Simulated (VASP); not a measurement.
A run of VASP 6.6.1 is set up as follows.

The input INCAR:

```
SYSTEM = WS2
ALGO = Normal
EDIFF = 1E-7
ENCUT = 520
GGA = PE
ISIF = 2
ISMEAR = -1
LASPH = .True.
LCHARG = .True.
LELF = .True.
LREAL = .False.
LVHAR = .True.
LWAVE = .False.
NBANDS = 20
NELM = 60
PREC = Accurate
SIGMA = 0.05
```

File KPOINTS:

```
k-points
0
Gamma
  10 10 2
  0 0 0
```

POSCAR

```
WS2
1.0
    3.2045998594      0.0000000000      0.0000000000
   -1.6022999297      2.7752648871      0.0000000000
    0.0000000000      0.0000000000     17.0628366442
W S
1 2
Direct
    0.0000000000      0.0000000000      0.0000000000
    0.3333333333      0.6666666667      0.0920005100
    0.3333333333      0.6666666667      0.9079994900
```

Potentials or basis: VASP PAW PBE potentials, release 64 (W_sv, S).

Command:

```bash
$ cat potpaw_PBE.64/W_sv/POTCAR potpaw_PBE.64/S/POTCAR > POTCAR
$ mpirun -np 1 vasp_std > vasp.out
```

Estimate the largest force.

0.086 eV/Å.

Estimate the band gap on the k mesh.

1.95 eV (least direct gap 2.10 eV).

Forces on the atoms (eV/Å):
```
W    0.000  0.000  0.000
S    0.000  0.000 -0.086
S    0.000  0.000  0.086
```

Caveat: spin-orbit coupling is left out, which moves the levels of the heavy elements.
